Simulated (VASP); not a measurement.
# Sr15O17 (a cell with a defect) in VASP: single point with PBE

Aim: the single point of Sr15O17 (a cell with a defect) with PBE.

Everything below comes from runs of VASP 6.6.1. Logs are shortened: lines on timing, memory, paths and dates and some standing lists are left out, and cuts for length are marked.

### 1 The cell of the first run

The cell holds a defect, 32 atoms: a = 8.998 Å, b = 8.998 Å, c = 8.998 Å, α = 109.47°, β = 109.47°, γ = 109.47°.

### 2 Single point, PBE

File INCAR:

```
PREC     = Accurate       # precision mode
ENCUT    = 520            # plane-wave cutoff, eV
EDIFF    = 1E-6           # SCF threshold, eV
ISMEAR   = 0              # smearing method
SIGMA    = 0.01           # smearing width, eV
LREAL    = Auto         
LASPH    = True           # aspherical terms in the spheres
NELM     = 80             # most SCF steps
ALGO     = Normal         # electronic algorithm
ISIF     = 2              # what is computed and relaxed
LWAVE    = False          # write WAVECAR
LCHARG   = False          # write CHGCAR
GGA      = PE             # functional
NBANDS   = 148            # bands
NELECT   = 250.0
```

File KPOINTS:

```
Automatic mesh
0
Gamma
  2 2 2
  0.5 0.5 0.5
```

File POSCAR:

```
Sr15O17
1.0
   -5.1949040414      5.1949040414      5.1949040414
    5.1949040414     -5.1949040414      5.1949040414
    5.1949040414      5.1949040414     -5.1949040414
O Sr
17 15
Direct
    0.5000000000      0.7500000000      0.2500000000
    0.5000000000      0.4803484283     -0.0196515717
    0.5000000000      0.7500000000      0.7500000000
    0.5000000000      0.0196515717      0.5196515717
    0.7500000000      0.2500000000      0.0000000000
    0.5000000000      0.2500000000      0.2500000000
    0.7500000000      0.5000000000      0.7500000000
    0.7696515717      0.7500000000      0.5196515717
    0.0000000000      0.0000000000      0.0000000000
    0.7696515717      0.0196515717      0.2500000000
    0.0000000000      0.2500000000      0.7500000000
    0.0000000000      0.5000000000      0.5000000000
    0.2303484283      0.7500000000     -0.0196515717
    0.0000000000      0.7500000000      0.2500000000
    0.2500000000      0.0000000000      0.7500000000
    0.2500000000      0.2500000000      0.5000000000
    0.2303484283      0.4803484283      0.2500000000
    0.5000000000     -0.0049919652      0.0049919652
    0.5000000000      0.2500000000      0.7500000000
    0.7450080348      0.5049919652      0.2500000000
    0.5000000000      0.5049919652      0.4950080348
    0.7450080348      0.7500000000      0.0049919652
    0.7450080348     -0.0049919652      0.7400160697
    0.0000000000      0.2500000000      0.2500000000
    0.7450080348      0.2400160697      0.4950080348
    0.0099839303      0.5049919652      0.0049919652
    0.0000000000      0.7500000000      0.7500000000
    0.2549919652     -0.0049919652      0.2500000000
   -0.0099839303     -0.0049919652      0.4950080348
    0.2549919652      0.2599839303      0.0049919652
    0.2549919652      0.5049919652      0.7599839303
    0.2549919652      0.7500000000      0.4950080348
```

Potentials or basis: VASP PAW PBE potentials, release 64 (O, Sr_sv).

Launch:

```sh
$ cat potpaw_PBE.64/O/POTCAR potpaw_PBE.64/Sr_sv/POTCAR > POTCAR
$ mpirun -np 1 vasp_std > vasp.out
```

OUTCAR:

```text
PREC = Accurate
   ENCUT = 520
   EDIFF = 1E-6
   ISMEAR = 0
   LREAL = Auto
   LASPH = True
   NELM = 80
   ISIF = 2
   GGA = PE
   NELECT = 250.0

 ion  position               nearest neighbor table
   1  0.500  0.750  0.250-
   2  0.500  0.480  0.980-  19 2.39  22 2.56  20 2.56  30 2.56  31 2.56
   3  0.500  0.750  0.750-  23 2.60  31 2.60  22 2.60  18 2.60  21 2.60  32 2.60
   4  0.500  0.020  0.520-  19 2.39  32 2.56  28 2.56  23 2.56  25 2.56
   5  0.750  0.250  0.000-  19 2.60  24 2.60  23 2.65  26 2.65  20 2.65  18 2.65
   6  0.500  0.250  0.250-  25 2.60  30 2.60  21 2.60  18 2.60  28 2.60  20 2.60
   7  0.750  0.500  0.750-  19 2.60  27 2.60  26 2.65  25 2.65  22 2.65  21 2.65
   8  0.770  0.750  0.520-  27 2.39  21 2.56  20 2.56  23 2.56  29 2.56
   9  0.000  0.000  0.000-  24 2.60  27 2.60  23 2.65  30 2.65  28 2.65  22 2.65
  10  0.770  0.020  0.250-  24 2.39  22 2.56  18 2.56  25 2.56  29 2.56
  11  0.000  0.250  0.750-  23 2.60  25 2.60  26 2.60  29 2.60  30 2.60  31 2.60
  12  0.000  0.500  0.500-  24 2.60  27 2.60  25 2.65  31 2.65  20 2.65  32 2.65
  13  0.230  0.750  0.980-  27 2.39  18 2.56  28 2.56  26 2.56  31 2.56
  14  0.000  0.750  0.250-  26 2.60  29 2.60  20 2.60  28 2.60  22 2.60  32 2.60
  15  0.250  0.000  0.750-  19 2.60  27 2.60  29 2.65  30 2.65  18 2.65  32 2.65
  16  0.250  0.250  0.500-  19 2.60  24 2.60  29 2.65  31 2.65  21 2.65  28 2.65
  17  0.230  0.480  0.250-  24 2.39  21 2.56  32 2.56  30 2.56  26 2.56
  18  0.500  0.995  0.005-  13 2.56  10 2.56   3 2.60   6 2.60   5 2.65  15 2.65  22 3.60  25 3.60
[... 15 lines left out ...]
  26  0.010  0.505  0.005-  13 2.56  17 2.56  14 2.60  11 2.60   5 2.65   7 2.65  28 3.60  32 3.60
                            31 3.60  30 3.60  24 3.67  27 3.67  19 3.75  20 3.75  22 3.75  23 3.75
  27  0.000  0.750  0.750-   8 2.39  13 2.39   9 2.60  12 2.60   7 2.60  15 2.60  23 3.67  26 3.67
                            29 3.67  31 3.67  18 3.67  28 3.67  20 3.67  21 3.67  25 3.75  30 3.75
  28  0.255  0.995  0.250-   4 2.56  13 2.56   6 2.60  14 2.60   9 2.65  16 2.65  18 3.60  25 3.60
                            26 3.60  32 3.60  19 3.67  27 3.67  24 3.75  29 3.75  30 3.75  21 3.75
  29  0.990  0.995  0.495-   8 2.56  10 2.56  14 2.60  11 2.60  15 2.65  16 2.65  20 3.60  22 3.60
                            23 3.60  25 3.60  24 3.67  27 3.67  19 3.75  28 3.75  32 3.75  31 3.75
  30  0.255  0.260  0.005-   2 2.56  17 2.56   6 2.60  11 2.60  15 2.65   9 2.65  20 3.60  21 3.60
                            26 3.60  31 3.60  19 3.67  24 3.67  27 3.75  28 3.75  18 3.75  29 3.75
  31  0.255  0.505  0.760-   2 2.56  13 2.56   3 2.60  11 2.60  12 2.65  16 2.65  18 3.60  22 3.60
                            26 3.60  30 3.60  27 3.67  19 3.67  24 3.75  32 3.75  21 3.75  29 3.75
  32  0.255  0.750  0.495-   4 2.56  17 2.56  14 2.60   3 2.60  15 2.65  12 2.65  21 3.60  23 3.60
                            26 3.60  28 3.60  19 3.67  24 3.67  27 3.75  31 3.75  29 3.75  18 3.75

  LATTYP: Found a body centered cubic cell.
 ALAT       =    10.3898080828

  Lattice vectors:

 A1 = (  -5.1949040414,   5.1949040414,   5.1949040414)
 A2 = (   5.1949040414,  -5.1949040414,   5.1949040414)
 A3 = (   5.1949040414,   5.1949040414,  -5.1949040414)

Analysis of symmetry for initial positions (statically):
=====================================================================
 Subroutine PRICEL returns:
 Original cell was already a primitive cell.

 Routine SETGRP: Setting up the symmetry group for a
 body centered cubic supercell.

 Subroutine GETGRP returns: Found 48 space group operations
 (whereof  8 operations were pure point group operations)
 out of a pool of 48 trial point group operations.

The static configuration has the point symmetry D_2d.
 The point group associated with its full space group is O_h .

Analysis of symmetry for dynamics (positions and initial velocities):
=====================================================================
 Subroutine PRICEL returns:
 Original cell was already a primitive cell.

 Routine SETGRP: Setting up the symmetry group for a
 body centered cubic supercell.

 Subroutine GETGRP returns: Found 48 space group operations
 (whereof  8 operations were pure point group operations)
 out of a pool of 48 trial point group operations.

The dynamic configuration has the point symmetry D_2d.
 The point group associated with its full space group is O_h .

 Subroutine INISYM returns: Found 48 space group operations
 (whereof  8 operations are pure point group operations),
 and found     1 'primitive' translations

----------------------------------------------------------------------------------------

                                     Primitive cell

  volume of cell :     560.7801

  direct lattice vectors                    reciprocal lattice vectors
    -5.194904041  5.194904041  5.194904041     0.000000000  0.096248169  0.096248169
     5.194904041 -5.194904041  5.194904041     0.096248169  0.000000000  0.096248169
[... 94 lines left out ...]

 Subroutine IBZKPT returns following result:
 ===========================================

 Found      2 irreducible k-points:

 Following reciprocal coordinates:
            Coordinates               Weight
  0.250000  0.250000  0.250000      2.000000
 -0.250000  0.250000  0.250000      6.000000
   k-points           NKPTS =      2   k-points in BZ     NKDIM =      2   number of bands    NBANDS=    148
   number of dos      NEDOS =    301   number of ions     NIONS =     32
   total plane-waves  NPLWV = 343000
   dimension x,y,z NGX =    70 NGY =   70 NGZ =   70
   dimension x,y,z NGXF=   140 NGYF=  140 NGZF=  140
   ions per type =              17  15
   NGX,Y,Z   is equivalent  to a cutoff of  12.93, 12.93, 12.93 a.u.
   NGXF,Y,Z  is equivalent  to a cutoff of  25.87, 25.87, 25.87 a.u.
 SYSTEM =  unknown system
   PREC   = accura    normal or accurate (medium, high low for compatibility)
   ISTART =      0    job   : 0-new  1-cont  2-samecut
   ICHARG =      2    charge: 1-file 2-atom 10-const
   ISPIN  =      1    spin polarized calculation?
   LNONCOLLINEAR =      F non collinear calculations
   LSORBIT =      F    spin-orbit coupling
   LASPH  =      T    aspherical Exc in radial PAW
   ENCUT  =  520.0 eV  38.22 Ry    6.18 a.u.  16.73 16.73 16.73*2*pi/ulx,y,z
   NELM   =     80;   NELMIN=  2; NELMDL= -5     # of ELM steps
   EDIFF  = 0.1E-05   stopping-criterion for ELM
   LREAL  =      T    real-space projection
   EDIFFG = 0.1E-04   stopping-criterion for IOM
   NSW    =      0    number of steps for IOM
   IBRION =     -1    ionic relax: 0-MD 1-quasi-New 2-CG
   NFREE  =      0    steps in history (QN), initial steepest desc. (CG)
   ISIF   =      2    stress and relaxation
   ISYM   =      2    0-nonsym 1-usesym 2-fastsym
   POTIM  = 0.5000    time-step for ionic-motion
   TEBEG  =    0.0;   TEEND  =   0.0 temperature during run
   PSTRESS=    0.0 pullay stress
   NELECT =     250.0000    total number of electrons
   NUPDOWN=      -1.0000    fix difference up-down
   EMIN   =  10.00;   EMAX   =-10.00  energy-range for DOS
   EFERMI =   0.00;   METHOD = LEGACY
   ISMEAR =     0;   SIGMA  =   0.01  broadening in eV -4-tet -1-fermi 0-gaus
   EFERMI_NEDOS =   21; number of points for ismear=-14 and -15
   IALGO  =     38    algorithm
   IMIX   =      4    mixing-type and parameters
     AMIX     =   0.40;   BMIX     =  1.00
     AMIX_MAG =   1.60;   BMIX_MAG =  1.00
  volume/ion in A,a.u.               =      17.52       118.26
  Fermi-wavevector in a.u.,A,eV,Ry     =   1.250616  2.363322 21.280061  1.564040
  Thomas-Fermi vector in A             =   2.384602
   LORBIT       =      0    0 simple, 1 ext, 2 COOP (PROOUT), +10 PAW based schemes
   GGA     = PE    functional components
   LHFCALC =     F    Hartree Fock is set to
   AEXX    =    0.0000 exact exchange contribution
   IVDW    =     0    specifies the selected vdW correction
   LEPSILON=     F    determine dielectric tensor
   LRPA    =     F    only Hartree local field effects (RPA)
 non-spin polarized calculation
 Gauss-broadening in eV      SIGMA  =   0.01
  energy-cutoff  :      520.00
  volume of cell :      560.78
 maximum number of plane-waves:     15140
 NGX is ok and might be reduce to    70
   NGX = 33   NGY = 33   NGZ = 33

 number of electron     249.9999917 magnetization

 Free energy of the ion-electron system (eV)
  ---------------------------------------------------
  ext. energy  EPLUGINS =         0.00000000
  ---------------------------------------------------
  free energy    TOTEN  =      -188.51813818 eV

  energy without entropy =     -188.50479500  energy(sigma->0) =     -188.51146659

 E-fermi :   0.9269     XC(G=0):  -9.6751

 val. band max:        0.9236622579   @ k =   0.2500   0.2500   0.2500
 cond. band min:       0.9315890833   @ k =  -0.2500   0.2500   0.2500
 fundamental gap:      0.0079268254
 Fermi energy:         0.9268544709

 k-point     1 :       0.2500    0.2500    0.2500
  band No.  band energies     occupation
      1     -31.1837      2.00000
      2     -31.1750      2.00000
      3     -31.1750      2.00000
      4     -31.1750      2.00000
      5     -31.1216      2.00000
      6     -31.1216      2.00000
[... 129 lines left out ...]
    136       6.6544      0.00000
    137       6.6544      0.00000

 k-point     2 :      -0.2500    0.2500    0.2500
  band No.  band energies     occupation
      1     -31.2058      2.00000
      2     -31.1637      2.00000
      3     -31.1637      2.00000
      4     -31.1464      2.00000
      5     -31.1334      2.00000
      6     -31.1334      2.00000
[... 129 lines left out ...]
    136       6.9006      0.00000
    137       7.1319      0.00000
 [bands above 137 left out]

------------------------ aborting loop because EDIFF is reached ----------------------------------------

  FORCE on cell =-STRESS in cart. coord.  units (eV):
  Direction    XX          YY          ZZ          XY          YZ          ZX
  --------------------------------------------------------------------------------------
  -------------------------------------------------------------------------------------
  Total       -9.4301813     -9.4301813     -9.4301813      0.0000000     -0.0000000     -0.0000000
  in kB      -26.9425095    -26.9425095    -26.9425095      0.0000000     -0.0000000     -0.0000000
  external PRESSURE =     -26.9425095 kB  Pullay stress =       0.0000000 kB

 VOLUME and BASIS-vectors are now :
 -----------------------------------------------------------------------------
  energy-cutoff  :      520.00
  volume of cell :      560.78
      direct lattice vectors                 reciprocal lattice vectors
    -5.194904041  5.194904041  5.194904041     0.000000000  0.096248169  0.096248169
     5.194904041 -5.194904041  5.194904041     0.096248169  0.000000000  0.096248169
     5.194904041  5.194904041 -5.194904041     0.096248169  0.096248169  0.000000000

 POSITION                                       TOTAL-FORCE (eV/Angst)
 -----------------------------------------------------------------------------------
      2.59745      0.00000      5.19490        -0.000000     -0.000000      0.000000
      4.99073      5.19490      0.00000         0.026093     -0.000000      0.000000
      5.19490      2.59745      2.59745        -0.000000     -0.000000      0.000000
      0.20418      5.19490      0.00000        -0.026093     -0.000000      0.000000
     -2.59745      2.59745      5.19490        -0.000000     -0.000000      0.000000
      0.00000      2.59745      2.59745        -0.000000     -0.000000      0.000000
[... 24 lines left out ...]
      5.24677      2.64932      0.00000        -0.001643     -0.001643      0.000000
      5.14304      0.00000      2.64932         0.001643     -0.000000     -0.001643
 -----------------------------------------------------------------------------------
    total drift:                               -0.000000     -0.000000      0.000000

  FREE ENERGIE OF THE ION-ELECTRON SYSTEM (eV)
  ---------------------------------------------------
  free  energy   TOTEN  =      -188.5181381816 eV

  energy  without entropy=     -188.5047949973  energy(sigma->0) =     -188.51146659
```

Wall time 15 min (1 thread of Intel Xeon 6975P-C (Granite Rapids), shared host); peak memory 0.73 GiB.

What came out:

- Free energy: -188.5181 eV
- Largest force: 0.026 eV/Å

Forces in eV/Å, atoms in the order of the input:
```
O    0.000  0.000  0.000
O    0.026  0.000  0.000
O    0.000  0.000  0.000
O   -0.026  0.000  0.000
O    0.000  0.000  0.000
O    0.000  0.000  0.000
O    0.000  0.000  0.000
O    0.000 -0.026  0.000
O    0.000  0.000  0.000
O    0.000  0.000 -0.026
O    0.000  0.000  0.000
O    0.000  0.000  0.000
O    0.000  0.026  0.000
O    0.000  0.000  0.000
O    0.000  0.000  0.000
O    0.000  0.000  0.000
O    0.000  0.000  0.026
Sr   0.000 -0.002  0.002
Sr   0.000  0.000  0.000
Sr  -0.002  0.002  0.000
Sr   0.000  0.002 -0.002
Sr  -0.002  0.000  0.002
Sr   0.002  0.002  0.000
Sr   0.000  0.000  0.000
Sr   0.002  0.000  0.002
Sr   0.000 -0.002 -0.002
Sr   0.000  0.000  0.000
Sr   0.002 -0.002  0.000
Sr   0.000  0.002  0.002
Sr  -0.002  0.000 -0.002
Sr  -0.002 -0.002  0.000
Sr   0.002  0.000 -0.002
```

Levels at points of the mesh, in eV from the Fermi level:
| k point | band 122 | band 123 | band 124 | band 125 | band 126 | band 127 | band 128 | band 129 | band 130 | band 131 |
| --- | --- | --- | --- | --- | --- | --- | --- | --- | --- | --- |
| (0.25, 0.25, 0.25) | -0.40 | -0.40 | -0.10 | -0.10 | 0.00 | 0.00 | 0.00 | 5.41 | 5.41 | 5.50 |

Caveat: the k points lie up to 0.43 Å⁻¹ apart; the cell carries a net charge on a neutralising background, which shifts energy and pressure; the cell is charged against a uniform background, so pressure and absolute levels hang on convention.
